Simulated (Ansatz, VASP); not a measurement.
## One calculation of RbBr, two programs

The input POSCAR:

```
RbBr
1.0
    4.1242529966      0.0000000000      0.0000000000
    0.0000000000      4.1242529966      0.0000000000
    0.0000000000      0.0000000000      4.1242529966
Rb Br
1 1
Direct
    0.0000000000      0.0000000000      0.0000000000
    0.5000000000      0.5000000000      0.5000000000
```

INCAR.step1

```
SYSTEM = RbBr
PREC     = Accurate       ! precision mode
ENCUT    = 520            ! plane-wave cutoff, eV
EDIFF    = 1E-5           ! SCF threshold, eV
ISMEAR   = 0              ! smearing method
SIGMA    = 0.01           ! smearing width, eV
LREAL    = .False.        ! projectors in reciprocal space
LASPH    = .True.         ! aspherical terms in the spheres
NELM     = 80             ! most SCF steps
ALGO     = Normal         ! electronic algorithm
ISIF     = 2              ! what is computed and relaxed
LWAVE    = .True.         ! write WAVECAR
NBANDS   = 15             ! bands
GGA      = PE             ! functional
```

The input INCAR.step2:

```
SYSTEM = RbBr
PREC     = Accurate       ! precision mode
ENCUT    = 520            ! plane-wave cutoff, eV
EDIFF    = 1E-7           ! SCF threshold, eV
ISMEAR   = 0              ! smearing method
SIGMA    = 0.01           ! smearing width, eV
LREAL    = .False.        ! projectors in reciprocal space
LASPH    = .True.         ! aspherical terms in the spheres
NELM     = 80             ! most SCF steps
ALGO     = Normal         ! electronic algorithm
ISIF     = 2              ! what is computed and relaxed
LWAVE    = .False.        ! write WAVECAR
LCHARG   = .True.         ! write CHGCAR
GGA      = PE             ! functional
LHFCALC  = .True.         ! exact exchange
AEXX     = 1.0            ! exact-exchange fraction
ALDAC    = 0.0          
AGGAC    = 0.0          
PRECFOCK = Normal       
LELF     = .True.         ! ELF
LVHAR    = .True.       
NBANDS   = 15             ! bands
ISTART   = 1
```

Contents of KPOINTS:

```
regular mesh
0
Gamma
  4 4 4
  0 0 0
```

Input for Ansatz:

```yaml
crystal:
  lattice:
    - [4.1242529966, 0.0, 0.0]
    - [0.0, 4.1242529966, 0.0]
    - [0.0, 0.0, 4.1242529966]
  atoms:
    - { symbol: Rb, position: [0.0, 0.0, 0.0] }
    - { symbol: Br, position: [0.5, 0.5, 0.5] }
kpoints:
  mp_grid: { grid: [4, 4, 4] }
  band_path:
    path:
      - [0.0, 0.0, 0.0]
      - [0.0, 0.5, 0.0]
      - [0.5, 0.5, 0.0]
      - [0.5, 0.5, 0.5]
      - [0.0, 0.5, 0.5]
    npoints: 1
hamiltonian:
  xc: hf
scf:
  occupations: { method: fixed }
  n_extra_bands: 4
output:
  forces: true
  stress: true
  eigenvalues: true
```

Alike in both runs: task single point; functional HF; k mesh 4 × 4 × 4; no spin polarisation.

```csv
,VASP,Ansatz
version,VASP 6.6.1,Ansatz 0.2.0
potentials or method,"VASP PAW PBE potentials, release 64 (Rb_sv, Br)","plane waves, PAW"
plane-wave cutoff (eV),520,420
occupations,"gaussian, width 0.01 eV",fixed
valence electrons in the cell,16,16
```

Ansatz gave:

| Property | Result |
| --- | --- |
| gap on the k mesh at the Fermi level (eV) | 11.97 |
| pressure (GPa) | 2.7 |

Q: Which values does VASP return?

A: gap on the k mesh at the Fermi level (eV): 12.01; pressure (GPa): 2.5.

VASP's potentials were made for PBE, not for HF. Ansatz's warnings: stress exchange threshold loose, stress scf threshold loose.
